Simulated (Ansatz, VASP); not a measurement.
# PtSe2 in VASP and in Ansatz

```
CELL_PARAMETERS angstrom
3.67711 0.00000 0.00000
-1.83855 3.18447 0.00000
0.00000 0.00000 29.04000
ATOMIC_POSITIONS crystal
Se 0.33333 0.66667 0.24118
Se 0.66667 0.33333 0.33113
Pt 0.00000 0.00000 0.28616
```

Alike in both runs: functional PBEsol; dispersion D4; k mesh 12 × 12 × 1; occupations gaussian, width 0.03 eV; no spin polarisation.

Ansatz relaxed the structure, and its values are those at the end. VASP's run is a single point on that final structure, the one shown.

|  | VASP | Ansatz |
| --- | --- | --- |
| version | VASP 6.6.1 | Ansatz 0.2.0 |
| potentials or method | VASP PAW PBE potentials, release 64 (Se, Pt), cutoff 400 eV | scalar-relativistic, plane waves, PAW |
| valence electrons in the cell | 22 | 50 |

|  | VASP | Ansatz | Ansatz less VASP |
| --- | --- | --- | --- |
| gap on the k mesh at the Fermi level (eV) | 1.39 | 1.40 | +0.008 |
| least direct gap on the mesh (eV) | 1.68 | 1.69 | +0.005 |
| rms of the force components (eV/Å) | 0.005 | 0.000 | -0.0048 |

VASP's potentials were made for PBE, not for PBEsol, and Ansatz warns of the same on its side. VASP's potentials hold 22 valence electrons a cell and Ansatz's 50, so a difference there can come from the potentials and not from the codes. Ansatz's warnings: slab cell height set, structure snapped to symmetry.

Neither program's run includes spin-orbit coupling.
